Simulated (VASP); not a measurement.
A run of VASP 6.6.1 is set up as follows.

File INCAR:

```
SYSTEM = TiC
PREC     = Accurate       ! precision mode
ENCUT    = 600            ! plane-wave cutoff, eV
EDIFF    = 1E-6           ! SCF threshold, eV
ISMEAR   = 0              ! smearing method
SIGMA    = 0.15           ! smearing width, eV
LREAL    = .FALSE.        ! projectors in reciprocal space
LASPH    = .TRUE.         ! aspherical terms in the spheres
NELM     = 120            ! most SCF steps
ALGO     = Normal         ! electronic algorithm
ISIF     = 2              ! what is computed and relaxed
LWAVE    = .FALSE.        ! write WAVECAR
LCHARG   = .TRUE.         ! write CHGCAR
GGA      = PS             ! functional
LELF     = .TRUE.         ! ELF
LVHAR    = .TRUE.       
NBANDS   = 15             ! bands
GGA_COMPAT= .FALSE.
```

Contents of KPOINTS:

```
Automatic mesh
0
G
  14 14 14
  0 0 0
```

File POSCAR:

```
TiC
1.0
    0.0000000000      2.1466854677      2.1466854677
    2.1466854677      0.0000000000      2.1466854677
    2.1466854677      2.1466854677      0.0000000000
Ti C
1 1
Direct
   -0.0080298348     -0.0041874170      0.0187040060
    0.5080298348      0.5041874170      0.4812959940
```

Potentials or basis: VASP PAW PBE potentials, release 64 (Ti_sv, C).

The run is started by

```sh
$ cat potpaw_PBE.64/Ti_sv/POTCAR potpaw_PBE.64/C/POTCAR > POTCAR
$ mpirun -np 1 vasp_std > vasp.out
```

(1) What does it give for the band gap on the k mesh?

(2) What does it give for the largest force?

Answers

(1) zero (bands 8 and 9 overlap by 0.78 eV).

(2) 0.913 eV/Å.

Caveat: the cell differs from its parent crystal (atoms moved at random); the PAW data sets were made with another functional, which shifts forces and pressure a little.
